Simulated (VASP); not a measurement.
Set up this calculation in VASP 6.6.1, as the native input.

| Item | Value |
| --- | --- |
| Task | single point |
| Functional | PBEsol |
| Dispersion | D4 |
| Potentials or basis | VASP PAW PBE potentials, release 64 (Bi_d, Te) |
| Cutoff | 520 eV |
| k mesh | 7 × 7 × 7 |
| Occupations | fermi-dirac, width 0.05 eV |
| Spin | no spin polarisation |
| Dipole correction | no |
| Further INCAR settings | ALGO = Normal; EDIFF = 1e-06; NBANDS = 18 |

The structure of BiTe lies in POSCAR:

```
BiTe
1.0
    0.0000000000      3.1751698949      3.1751698949
    3.1751698949      0.0000000000      3.1751698949
    3.1751698949      3.1751698949      0.0000000000
Bi Te
1 1
Direct
    0.0000000000      0.0000000000      0.0000000000
    0.5000000000      0.5000000000      0.5000000000
```

The input as run:

INCAR

```
PREC = Accurate
ENCUT = 520
EDIFF = 1E-6
ISMEAR = -1
SIGMA = 0.05
LREAL = False
LASPH = True
NELM = 100
ALGO = Normal
ISIF = 2
LWAVE = False
LCHARG = True
GGA = PS
IVDW = 13
LELF = True
LVHAR = True
NBANDS = 18
```

KPOINTS

```
Automatic mesh
0
Gamma
  7 7 7
```

Potentials or basis: VASP PAW PBE potentials, release 64 (Bi_d, Te).

Launch:

```console
$ cat potpaw_PBE.64/Bi_d/POTCAR potpaw_PBE.64/Te/POTCAR > POTCAR
$ mpirun -np 1 vasp_std > vasp.out
```

It gave:

```
Pressure                   : 0.0 GPa
Dispersion energy per atom : -0.299 eV
```

Caveat: the PAW data sets were made with another functional, which shifts forces and pressure a little; pairwise dispersion overbinds metals, which lowers pressure and volume.

Run time: 46 s on 1 thread of AMD EPYC 7R43 64-Core Processor (Zen 3), on a shared host, peak memory 0.16 GiB.
